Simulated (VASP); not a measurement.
# SiC (Moissanite 3C) (F-43m) in VASP: notebook, part 2 of 2

VASP 6.6.1. The steps go on from the part before.

## 6. Single point, PBE

This run uses another cell than the first one, of 10.55 Å³/atom, 1.085 times its volume.

Contents of INCAR:

```
PREC     = Accurate       # precision mode
ENCUT    = 520            # plane-wave cutoff, eV
EDIFF    = 1E-6           # SCF threshold, eV
ISMEAR   = 0              # smearing method
SIGMA    = 0.01           # smearing width, eV
LREAL    = False          # projectors in reciprocal space
LASPH    = True           # aspherical terms in the spheres
NELM     = 60             # most SCF steps
ALGO     = Normal         # electronic algorithm
ISIF     = 2              # what is computed and relaxed
LWAVE    = False          # write WAVECAR
LCHARG   = False          # write CHGCAR
GGA      = PE             # functional
NBANDS   = 11             # bands
```

Contents of KPOINTS:

```
regular mesh
0
Gamma
  7 7 7
```

Contents of POSCAR:

```
SiC
1.0
    0.0000000000      2.1934308841      2.1934308841
    2.1934308841      0.0000000000      2.1934308841
    2.1934308841      2.1934308841      0.0000000000
Si C
1 1
Direct
    0.0000000000      0.0000000000      0.0000000000
    0.2500000000      0.2500000000      0.2500000000
```

Potentials or basis: VASP PAW PBE potentials, release 64 (Si, C).

Command:

```bash
cat potpaw_PBE.64/Si/POTCAR potpaw_PBE.64/C/POTCAR > POTCAR
mpirun -np 1 vasp_std > vasp.out
```

OUTCAR:

```text
PREC = Accurate
   ENCUT = 520
   EDIFF = 1E-6
   ISMEAR = 0
   LREAL = False
   LASPH = True
   NELM = 60
   ISIF = 2
   GGA = PE

 ion  position               nearest neighbor table
   1  0.000  0.000  0.000-   2 1.90   2 1.90   2 1.90   2 1.90
   2  0.250  0.250  0.250-   1 1.90   1 1.90   1 1.90   1 1.90

  LATTYP: Found a face centered cubic cell.
 ALAT       =     4.3868617682

  Lattice vectors:

 A1 = (   0.0000000000,   2.1934308841,   2.1934308841)
 A2 = (   2.1934308841,   0.0000000000,   2.1934308841)
 A3 = (   2.1934308841,   2.1934308841,   0.0000000000)

Analysis of symmetry for initial positions (statically):
=====================================================================
 Subroutine PRICEL returns:
 Original cell was already a primitive cell.

 Routine SETGRP: Setting up the symmetry group for a
 face centered cubic supercell.

 Subroutine GETGRP returns: Found 24 space group operations
 (whereof 24 operations were pure point group operations)
 out of a pool of 48 trial point group operations.

The static configuration has the point symmetry T_d .

Analysis of symmetry for dynamics (positions and initial velocities):
=====================================================================
 Subroutine PRICEL returns:
 Original cell was already a primitive cell.

 Routine SETGRP: Setting up the symmetry group for a
 face centered cubic supercell.

 Subroutine GETGRP returns: Found 24 space group operations
 (whereof 24 operations were pure point group operations)
 out of a pool of 48 trial point group operations.

The dynamic configuration has the point symmetry T_d .

 Subroutine INISYM returns: Found 24 space group operations
 (whereof 24 operations are pure point group operations),
 and found     1 'primitive' translations

----------------------------------------------------------------------------------------

                                     Primitive cell
[... 111 lines left out ...]
   GGA     = PE    functional components
   LHFCALC =     F    Hartree Fock is set to
   AEXX    =    0.0000 exact exchange contribution
   IVDW    =     0    specifies the selected vdW correction
   LEPSILON=     F    determine dielectric tensor
   LRPA    =     F    only Hartree local field effects (RPA)
 non-spin polarized calculation
 Gauss-broadening in eV      SIGMA  =   0.01
  energy-cutoff  :      520.00
  volume of cell :       21.11
 maximum number of plane-waves:       577
   NGX = 11   NGY = 11   NGZ = 11

 number of electron       8.0000001 magnetization

 Free energy of the ion-electron system (eV)
  ---------------------------------------------------
  ext. energy  EPLUGINS =         0.00000000
  ---------------------------------------------------
  free energy    TOTEN  =       -15.05718978 eV

  energy without entropy =      -15.05718978  energy(sigma->0) =      -15.05718978

 E-fermi :   7.9873     XC(G=0): -11.2692

 val. band max:        7.8890678910   @ k =   0.0000   0.0000   0.0000
 cond. band min:       9.4963183642   @ k =   0.4286   0.4286   0.0000
 fundamental gap:      1.6072504732
 Fermi energy:         7.9873213973

 k-point     1 :       0.0000    0.0000    0.0000
  band No.  band energies     occupation
      1      -7.3609      2.00000
      2       7.8891      2.00000
      3       7.8891      2.00000
      4       7.8891      2.00000
      5      13.8907      0.00000
      6      15.0578      0.00000
      7      15.0578      0.00000
      8      15.0578      0.00000
      9      22.2781      0.00000
     10      22.2781      0.00000
     11      24.0621      0.00000
[... 253 lines left out ...]
 k-point    20 :      -0.2857    0.4286    0.1429
  band No.  band energies     occupation
      1      -2.4157      2.00000
      2       0.8624      2.00000
      3       2.5348      2.00000
      4       4.3505      2.00000
      5      12.5469      0.00000
      6      16.3272      0.00000
      7      17.8844      0.00000
      8      18.6739      0.00000
      9      21.2812      0.00000
     10      24.3351      0.00000
     11      29.0098      0.00000

------------------------ aborting loop because EDIFF is reached ----------------------------------------

  FORCE on cell =-STRESS in cart. coord.  units (eV):
  Direction    XX          YY          ZZ          XY          YZ          ZX
  --------------------------------------------------------------------------------------
  -------------------------------------------------------------------------------------
  Total       -0.1396342     -0.1396342     -0.1396342      0.0000000      0.0000000     -0.0000000
  in kB      -10.5998726    -10.5998726    -10.5998726      0.0000000      0.0000000     -0.0000000
  external PRESSURE =     -10.5998726 kB  Pullay stress =       0.0000000 kB

 VOLUME and BASIS-vectors are now :
 -----------------------------------------------------------------------------
  energy-cutoff  :      520.00
  volume of cell :       21.11
      direct lattice vectors                 reciprocal lattice vectors
     0.000000000  2.193430884  2.193430884    -0.227953387  0.227953387  0.227953387
     2.193430884  0.000000000  2.193430884     0.227953387 -0.227953387  0.227953387
     2.193430884  2.193430884  0.000000000     0.227953387  0.227953387 -0.227953387

 POSITION                                       TOTAL-FORCE (eV/Angst)
 -----------------------------------------------------------------------------------
      0.00000      0.00000      0.00000        -0.000000     -0.000000     -0.000000
      1.09672      1.09672      1.09672         0.000000      0.000000      0.000000
 -----------------------------------------------------------------------------------
    total drift:                                0.000000      0.000000      0.000000

  FREE ENERGIE OF THE ION-ELECTRON SYSTEM (eV)
  ---------------------------------------------------
  free  energy   TOTEN  =       -15.0571897816 eV

  energy  without entropy=      -15.0571897816  energy(sigma->0) =      -15.05718978
```

stdout:

```text
POSCAR found type information on POSCAR SiC
 POSCAR found :  2 types and       2 ions
 scaLAPACK will be used
 LDA part: xc-table for (Slater+PW92), standard interpolation
 POSCAR, INCAR and KPOINTS ok, starting setup
 FFT: planning ... GRIDC
 FFT: planning ... GRID_SOFT
 FFT: planning ... GRID
 WAVECAR not read
 entering main loop
```

It took 2.8 s on 1 thread of Intel Xeon 6975P-C, shared host; peak memory 0.13 GiB.

Results:

```
Free energy            : -15.0572 eV
Pressure               : -1.1 GPa
Band gap on the k mesh : 1.61 eV, indirect (least direct gap 4.65 eV)
```

## 7. The runs side by side

```tsv
cell	gap on the mesh (eV)	pressure (GPa)
a = 3.019 Å, angles 60.0°, 2 atoms	1.55	18.9
a = 3.040 Å, angles 60.0°, 2 atoms	1.57	13.2
a = 3.061 Å, angles 60.0°, 2 atoms	1.58	8.0
a = 3.082 Å, angles 60.0°, 2 atoms	1.59	3.2
a = 3.102 Å, angles 60.0°, 2 atoms	1.61	-1.1
```

Alike in all rows: task single point; level PBE; potentials or basis VASP PAW PBE potentials, release 64 (Si, C); no spin polarisation; k mesh 7 × 7 × 7; cutoff (eV) 520; smearing gaussian 0.01 eV.

Absolute energies hang on the potentials; compare differences alone.

## 8. Comparison with measurements

Step 6. A measured gap of SiC is 2.4 eV (indirect; quoted in “Insight into the structural, elastic and electronic properties of a new orthorhombic 6O-SiC polytype”, 2020, pmc:7200658); the calculated 1.61 eV misses it by -0.79 eV. The value is that of PBE on a finite k mesh, which can miss the band edges, without temperature or zero-point motion. Semilocal functionals fall short of measured gaps as a rule.
